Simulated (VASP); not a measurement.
**Sn: single point with r2SCAN**

The system is Sn.

```xyz
2
Lattice="0.2151 3.3048 3.3048 3.3048 0.2151 3.3048 3.3048 3.3048 0.2151" Properties=species:S:1:pos:R:3 pbc="T T T"
Sn    0.0372    0.0372    0.0372
Sn    1.6690    1.6690    1.6690
```

This cell differs from its parent crystal: epitaxial 111 strain -5.9%.

```
Program             : VASP 6.6.1
Task                : single point
Functional          : r2SCAN
Potentials or basis : VASP PAW PBE potentials, release 64 (Sn_d)
Cutoff              : 550 eV
k mesh              : 6 × 6 × 6
Occupations         : fermi-dirac, width 0.02 eV
Spin                : no spin polarisation
```

The pressure is 4.4 GPa. The band gap on the k mesh is zero (bands 14 and 15 overlap by 0.53 eV).

Forces on the atoms (eV/Å):
```
Sn   0.001  0.001  0.001
Sn  -0.001 -0.001 -0.001
```

Stress tensor (GPa, compression positive):
```
 4.38 -2.20 -2.20
-2.20  4.38 -2.20
-2.20 -2.20  4.38
```

Levels at points of the mesh, in eV from the Fermi level:
```csv
k point,band 11,band 12,band 13,band 14,band 15,band 16,band 17,band 18
"(0.00, 0.00, 0.00)",-11.40,-0.67,-0.41,0.44,0.44,2.39,2.52,2.52
"(0.50, 0.00, 0.00)",-9.44,-6.66,-1.69,-1.13,-0.08,3.35,3.36,5.85
"(0.50, 0.50, 0.00)",-8.04,-7.86,-3.10,-2.39,0.41,1.43,8.07,8.09
"(0.50, 0.50, 0.50)",-9.92,-6.95,-0.77,-0.77,1.34,3.82,3.82,6.46
```

Run time: 2.9 min on 1 thread of Intel Xeon 8259CL (shared host), peak memory 0.23 GiB.

Caveat: the cell differs from its parent crystal (epitaxial 111 strain -5.9%); the cell stands under pressure; the PAW data sets were made with another functional, which shifts forces and pressure a little; spin-orbit coupling is left out, which moves the levels of the heavy elements.
